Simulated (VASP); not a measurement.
Set up this calculation in VASP 6.6.1, as the native input.

```
Task                   : single point
Functional             : PBE
Dispersion             : D3(BJ)
Potentials or basis    : VASP PAW PBE potentials, release 64 (As, In_d)
Cutoff                 : 400 eV
k mesh                 : 3 × 3 × 1
Occupations            : gaussian, width 0.1 eV
Spin                   : no spin polarisation
Dipole correction      : yes
Further INCAR settings : ALGO = Normal; EDIFF = 1e-06; NBANDS = 86; NELMDL = -8
```

The structure of InAs lies in POSCAR:

```
InAs
1.0
    8.6438581907      0.0000000000      0.0000000000
   -4.3219290954      7.4858007799      0.0000000000
    0.0000000000      0.0000000000     22.4110504117
As In
8 8
Direct
    0.5000000000      0.0000000000      0.3569667576
    0.5000000000      0.5000000000      0.3569667576
    0.0000000000      0.0000000000      0.3569667576
    0.0000000000      0.5000000000      0.3569667576
    0.6656587422      0.8337070589      0.5233759544
    0.6370047100      0.3204442167      0.5216312114
    0.1824762150      0.8661854481      0.5217538522
    0.1810614742      0.3181308015      0.5213788077
    0.1666666667      0.8333333333      0.3963317167
    0.1666666667      0.3333333333      0.3963317167
    0.6666666667      0.8333333333      0.3963317167
    0.6666666667      0.3333333333      0.3963317167
    0.3174813620      0.6596197852      0.5359518688
    0.3345487809      0.1696835736      0.5920426808
    0.8410273294      0.6619670390      0.5374050460
    0.8395297964      0.1811573531      0.5368128894
```

One way to write it, as run:

INCAR

```
ALGO = Normal
DIPOL = 0.5 0.5 0.456
EDIFF = 1E-6
ENCUT = 400
GGA = PE
GGA_COMPAT = False
IDIPOL = 3
ISIF = 2
ISMEAR = 0
IVDW = 12
LASPH = True
LCHARG = False
LDIPOL = True
LREAL = False
LWAVE = False
NBANDS = 86
NELM = 120
NELMDL = -8
PREC = Accurate
SIGMA = 0.1
```

KPOINTS

```
k-points
0
Gamma
  3 3 1
```

Potentials or basis: VASP PAW PBE potentials, release 64 (As, In_d).

The run is started by

```console
$ cat potpaw_PBE.64/As/POTCAR potpaw_PBE.64/In_d/POTCAR > POTCAR
$ mpirun -np 1 vasp_std > vasp.out
```

Results of the run:

The largest force is 0.183 eV/Å, the band gap on the k mesh is zero (bands 72 and 73 overlap by 0.15 eV) and the dispersion energy per atom is -0.210 eV.

Caveat: spin-orbit coupling is left out, which moves the levels of the heavy elements.

It took 25 min on 1 thread of Intel(R) Xeon(R) Platinum 8488C (Sapphire Rapids), with other jobs on the host, peak memory 1 GiB.
